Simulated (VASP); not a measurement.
# Os (P6_3/mmc) in VASP: a series of runs, part 2 of 2

VASP 6.6.1.

### 5 Single point, PBE

INCAR

```
SYSTEM = Os
  PREC = Accurate
  ENCUT = 520
  EDIFF = 1E-6
  ISMEAR = 0
  SIGMA = 0.6
  LREAL = .FALSE.
  LASPH = .TRUE.
  NELM = 100
  ALGO = Normal
  ISIF = 2
  LWAVE = .FALSE.
  LCHARG = .FALSE.
  GGA = PE
  NBANDS = 15
```

KPOINTS

```
regular mesh
0
G
  13 13 7
  0 0 0
```

POSCAR

```
Os
1.0
    2.7559294133      0.0000000000      0.0000000000
   -1.3779647066      2.3867048830      0.0000000000
    0.0000000000      0.0000000000      4.3426533301
Os
2
Direct
    0.3333333333      0.6666666667      0.2500000000
    0.6666666667      0.3333333333      0.7500000000
```

Started as:

```
> cat potpaw_PBE.64/Os/POTCAR > POTCAR
> mpirun -np 1 vasp_std > vasp.out
```

Wall time 31 s (1 thread of Intel Xeon 8259CL, shared host); peak memory 0.15 GiB.

Results (log left out):

```
Free energy            : -22.6118 eV
Pressure               : 0.7 GPa
Band gap on the k mesh : zero (bands 8 and 9 overlap by 3.70 eV)
```

Stress tensor (GPa, compression positive):
```
0.34 0.00 0.00
0.00 0.34 0.00
0.00 0.00 1.46
```

Levels at points of the mesh, in eV from the Fermi level:
| k point | band 6 | band 7 | band 8 | band 9 | band 10 | band 11 |
| --- | --- | --- | --- | --- | --- | --- |
| (0.00, 0.00, 0.00) | -2.17 | -2.17 | -1.57 | -1.57 | 0.02 | 1.60 |

Caveat: so wide a smearing shifts energies and pressures; spin-orbit coupling is left out, which moves the levels of the heavy elements.

### 6 Single point, PBE

INCAR

```
SYSTEM = Os
ALGO = Normal ; EDIFF = 1E-7
ENCUT = 520 ; GGA = PE
ISIF = 2 ; ISMEAR = 0
LASPH = .True. ; LCHARG = .False.
LREAL = .False. ; LWAVE = .False.
NBANDS = 15 ; NELM = 100
PREC = Accurate ; SIGMA = 1.0
```

KPOINTS

```
k-points
0
Gamma
  13 13 7
  0 0 0
```

POSCAR is that of step 5.

Potentials or basis: VASP PAW PBE potentials, release 64 (Os).

Started as:

```
> cat potpaw_PBE.64/Os/POTCAR > POTCAR
> mpirun -np 1 vasp_std > vasp.out
```

OUTCAR:

```text
SYSTEM = Os
   EDIFF = 1E-7
   ENCUT = 520
   GGA = PE
   ISIF = 2
   ISMEAR = 0
   LASPH = .True.
   LREAL = .False.
   NELM = 100
   PREC = Accurate

 ion  position               nearest neighbor table
   1  0.333  0.667  0.250-   2 2.69   2 2.69   2 2.69   2 2.69   2 2.69   2 2.69
   2  0.667  0.333  0.750-   1 2.69   1 2.69   1 2.69   1 2.69   1 2.69   1 2.69

  LATTYP: Found a hexagonal cell.
 ALAT       =     2.7559294133
 C/A-ratio  =     1.5757491136

  Lattice vectors:

 A1 = (   2.7559294133,   0.0000000000,   0.0000000000)
 A2 = (  -1.3779647066,   2.3867048830,   0.0000000000)
 A3 = (   0.0000000000,   0.0000000000,   4.3426533301)

Analysis of symmetry for initial positions (statically):
=====================================================================
 Subroutine PRICEL returns:
 Original cell was already a primitive cell.

 Routine SETGRP: Setting up the symmetry group for a
 hexagonal supercell.

 Subroutine GETGRP returns: Found 24 space group operations
 (whereof 12 operations were pure point group operations)
 out of a pool of 24 trial point group operations.

The static configuration has the point symmetry D_3d.
 The point group associated with its full space group is D_6h.

Analysis of symmetry for dynamics (positions and initial velocities):
=====================================================================
 Subroutine PRICEL returns:
 Original cell was already a primitive cell.

 Routine SETGRP: Setting up the symmetry group for a
 hexagonal supercell.

 Subroutine GETGRP returns: Found 24 space group operations
 (whereof 12 operations were pure point group operations)
 out of a pool of 24 trial point group operations.

The dynamic configuration has the point symmetry D_3d.
 The point group associated with its full space group is D_6h.

 Subroutine INISYM returns: Found 24 space group operations
 (whereof 12 operations are pure point group operations),
 and found     1 'primitive' translations

----------------------------------------------------------------------------------------

                                     Primitive cell

  volume of cell :      28.5642

  direct lattice vectors                    reciprocal lattice vectors
     2.755929413  0.000000000  0.000000000     0.362853996  0.209493852  0.000000000
    -1.377964707  2.386704883  0.000000000     0.000000000  0.418987704  0.000000000
     0.000000000  0.000000000  4.342653330     0.000000000  0.000000000  0.230273965

  length of vectors
     2.755929413  2.755929413  4.342653330     0.418987704  0.418987704  0.230273965

  position of ions in fractional coordinates (direct lattice)
     0.333333333  0.666666667  0.250000000
     0.666666667  0.333333333  0.750000000

  ion indices of the primitive-cell ions
   primitive index   ion index
                 1           1
                 2           2

----------------------------------------------------------------------------------------

 KPOINTS: k-points

Automatic generation of k-mesh.
 Grid dimensions read from file:
 generate k-points for:   13   13    7

[... 25 lines left out ...]
  0.384615  0.000000  0.000000      6.000000
[... 16 lines left out ...]
  0.076923  0.000000  0.142857     12.000000
  0.153846 -0.000000  0.142857     12.000000
 [... further k-points ...]
   k-points           NKPTS =     84   k-points in BZ     NKDIM =     84   number of bands    NBANDS=     15
   number of dos      NEDOS =    301   number of ions     NIONS =      2
   total plane-waves  NPLWV =  12800
   dimension x,y,z NGX =    20 NGY =   20 NGZ =   32
   dimension x,y,z NGXF=    40 NGYF=   40 NGZF=   64
   ions per type =               2
   NGX,Y,Z   is equivalent  to a cutoff of  12.06, 12.06, 12.25 a.u.
   NGXF,Y,Z  is equivalent  to a cutoff of  24.13, 24.13, 24.50 a.u.
 SYSTEM =  Os
   PREC   = accura    normal or accurate (medium, high low for compatibility)
   ISTART =      0    job   : 0-new  1-cont  2-samecut
   ICHARG =      2    charge: 1-file 2-atom 10-const
   ISPIN  =      1    spin polarized calculation?
   LNONCOLLINEAR =      F non collinear calculations
   LSORBIT =      F    spin-orbit coupling
   LASPH  =      T    aspherical Exc in radial PAW
   ENCUT  =  520.0 eV  38.22 Ry    6.18 a.u.   5.12  5.12  8.07*2*pi/ulx,y,z
   NELM   =    100;   NELMIN=  2; NELMDL= -5     # of ELM steps
   EDIFF  = 0.1E-06   stopping-criterion for ELM
   LREAL  =      F    real-space projection
   EDIFFG = 0.1E-05   stopping-criterion for IOM
   NSW    =      0    number of steps for IOM
   IBRION =     -1    ionic relax: 0-MD 1-quasi-New 2-CG
   NFREE  =      0    steps in history (QN), initial steepest desc. (CG)
   ISIF   =      2    stress and relaxation
   ISYM   =      2    0-nonsym 1-usesym 2-fastsym
   POTIM  = 0.5000    time-step for ionic-motion
   TEBEG  =    0.0;   TEEND  =   0.0 temperature during run
   PSTRESS=    0.0 pullay stress
   NELECT =      16.0000    total number of electrons
   NUPDOWN=      -1.0000    fix difference up-down
   EMIN   =  10.00;   EMAX   =-10.00  energy-range for DOS
   EFERMI =   0.00;   METHOD = LEGACY
   ISMEAR =     0;   SIGMA  =   1.00  broadening in eV -4-tet -1-fermi 0-gaus
   EFERMI_NEDOS =   21; number of points for ismear=-14 and -15
   IALGO  =     38    algorithm
   IMIX   =      4    mixing-type and parameters
     AMIX     =   0.40;   BMIX     =  1.00
     AMIX_MAG =   1.60;   BMIX_MAG =  1.00
  volume/ion in A,a.u.               =      14.28        96.38
  Fermi-wavevector in a.u.,A,eV,Ry     =   1.349504  2.550193 24.778399  1.821161
  Thomas-Fermi vector in A             =   2.477085
   LORBIT       =      0    0 simple, 1 ext, 2 COOP (PROOUT), +10 PAW based schemes
   GGA     = PE    functional components
   LHFCALC =     F    Hartree Fock is set to
   AEXX    =    0.0000 exact exchange contribution
   IVDW    =     0    specifies the selected vdW correction
   LEPSILON=     F    determine dielectric tensor
   LRPA    =     F    only Hartree local field effects (RPA)
 non-spin polarized calculation
 Gauss-broadening in eV      SIGMA  =   1.00
  energy-cutoff  :      520.00
  volume of cell :       28.56
 maximum number of plane-waves:       782
   NGX = 11   NGY = 11   NGZ = 17

 number of electron      15.9999999 magnetization

 Free energy of the ion-electron system (eV)
  ---------------------------------------------------
  ext. energy  EPLUGINS =         0.00000000
  ---------------------------------------------------
  free energy    TOTEN  =       -22.82627937 eV

  energy without entropy =      -22.12780620  energy(sigma->0) =      -22.47704278

 E-fermi :   9.1910     XC(G=0): -13.9346

 val. band max:        9.1890728903   @ k =   0.3077  -0.0000   0.1429
 cond. band min:       9.2006127220   @ k =   0.2308   0.0000   0.2857
 fundamental gap:      0.0115398317
 Fermi energy:         9.1910116566

 k-point     1 :       0.0000    0.0000    0.0000
  band No.  band energies     occupation
      1      -1.6006      2.00000
      2       1.5701      2.00000
      3       6.2062      1.99998
      4       6.2062      1.99998
      5       6.4834      1.99987
      6       7.0282      1.99778
      7       7.0282      1.99778
      8       7.6308      1.97265
      9       7.6308      1.97265
     10       9.2091      0.97954
     11      10.8082      0.02219
     12      10.8082      0.02219
     13      18.0282      0.00000
     14      23.1783      0.00000
[... 401 lines left out ...]
      2       2.3632      2.00000
      3       5.2411      2.00000
      4       5.7224      2.00000
      5       6.3822      1.99993
      6       6.6143      1.99973
      7       7.3015      1.99246
      8       7.4749      1.98478
      9       7.8375      1.94440
     10       8.1403      1.86269
     11      11.1247      0.00624
     12      13.1902      0.00000
     13      19.1510      0.00000
     14      24.3495      0.00000
     15      26.3891      0.00000

 [... further k-points ...]

------------------------ aborting loop because EDIFF is reached ----------------------------------------

  FORCE on cell =-STRESS in cart. coord.  units (eV):
  Direction    XX          YY          ZZ          XY          YZ          ZX
  --------------------------------------------------------------------------------------
  -------------------------------------------------------------------------------------
  Total        0.3543819      0.3543819      0.8418630      0.0000000      0.0000000      0.0000000
  in kB       19.8774276     19.8774276     47.2204377      0.0000000      0.0000000      0.0000000
  external PRESSURE =      28.9917643 kB  Pullay stress =       0.0000000 kB

 VOLUME and BASIS-vectors are now :
 -----------------------------------------------------------------------------
  energy-cutoff  :      520.00
  volume of cell :       28.56
      direct lattice vectors                 reciprocal lattice vectors
     2.755929413  0.000000000  0.000000000     0.362853996  0.209493852  0.000000000
    -1.377964707  2.386704883  0.000000000     0.000000000  0.418987704  0.000000000
     0.000000000  0.000000000  4.342653330     0.000000000  0.000000000  0.230273965

 POSITION                                       TOTAL-FORCE (eV/Angst)
 -----------------------------------------------------------------------------------
     -0.00000      1.59114      1.08566        -0.000000      0.000000      0.000000
      1.37796      0.79557      3.25699         0.000000     -0.000000      0.000000
 -----------------------------------------------------------------------------------
    total drift:                               -0.000000      0.000000     -0.000000

  FREE ENERGIE OF THE ION-ELECTRON SYSTEM (eV)
  ---------------------------------------------------
  free  energy   TOTEN  =       -22.8262793696 eV

  energy  without entropy=      -22.1278061985  energy(sigma->0) =      -22.47704278
```

OSZICAR:

```text
N       E                     dE             d eps       ncg     rms          rms(c)
DAV:   1     0.100359965008E+03    0.10036E+03   -0.73456E+03  2520   0.102E+03
DAV:   2    -0.195468751786E+02   -0.11991E+03   -0.10529E+03  2569   0.326E+02
DAV:   3    -0.241887103699E+02   -0.46418E+01   -0.44973E+01  3479   0.558E+01
DAV:   4    -0.242208878779E+02   -0.32178E-01   -0.32130E-01  2688   0.486E+00
DAV:   5    -0.242210673612E+02   -0.17948E-03   -0.17947E-03  3465   0.337E-01    0.226E+01
DAV:   6    -0.231420189547E+02    0.10790E+01   -0.91935E-01  3164   0.815E+00    0.102E+01
DAV:   7    -0.228342439942E+02    0.30777E+00   -0.61780E-01  3241   0.655E+00    0.600E-01
DAV:   8    -0.228296028065E+02    0.46412E-02   -0.58772E-03  2583   0.569E-01    0.413E-01
DAV:   9    -0.228262834176E+02    0.33194E-02   -0.21505E-03  2954   0.454E-01    0.511E-02
DAV:  10    -0.228263016718E+02   -0.18254E-04   -0.93514E-05  3346   0.852E-02    0.885E-03
DAV:  11    -0.228262806515E+02    0.21020E-04   -0.44192E-06  2758   0.222E-02    0.248E-03
DAV:  12    -0.228262796716E+02    0.97988E-06   -0.72756E-08  2606   0.251E-03    0.109E-03
DAV:  13    -0.228262794328E+02    0.23883E-06   -0.66655E-09  1701   0.730E-04    0.281E-04
DAV:  14    -0.228262793696E+02    0.63149E-07   -0.16617E-09  1547   0.492E-04
   1 F= -.22826279E+02 E0= -.22477043E+02  d E =-.698473E+00
```

It took 38 s on 1 thread of Intel Xeon 8259CL, shared host; peak memory 0.16 GiB.

What came out:

| Property | Result |
| --- | --- |
| Free energy | -22.8263 eV |
| Pressure | 2.9 GPa |
| Band gap on the k mesh | zero (bands 8 and 9 overlap by 3.70 eV) |

Stress tensor (GPa, compression positive):
```
1.99 0.00 0.00
0.00 1.99 0.00
0.00 0.00 4.72
```

Caveat: so wide a smearing shifts energies and pressures; spin-orbit coupling is left out, which moves the levels of the heavy elements.

### 7 Overview

| smearing | gap on the mesh (eV) | pressure (GPa) |
| --- | --- | --- |
| gaussian 0.1 eV | none | -0.4 |
| gaussian 0.2 eV | none | -0.3 |
| gaussian 0.3 eV | none | -0.1 |
| gaussian 0.6 eV | none | 0.7 |
| gaussian 1 eV | none | 2.9 |

Alike in all rows: task single point; level PBE; potentials or basis VASP PAW PBE potentials, release 64 (Os); no spin polarisation; cell as given; k mesh 13 × 13 × 7; cutoff (eV) 520.

Caveats: spin-orbit coupling is left out, which moves the levels of the heavy elements; so wide a smearing shifts energies and pressures (at least some runs).

Absolute energies hang on the potentials; compare differences alone.
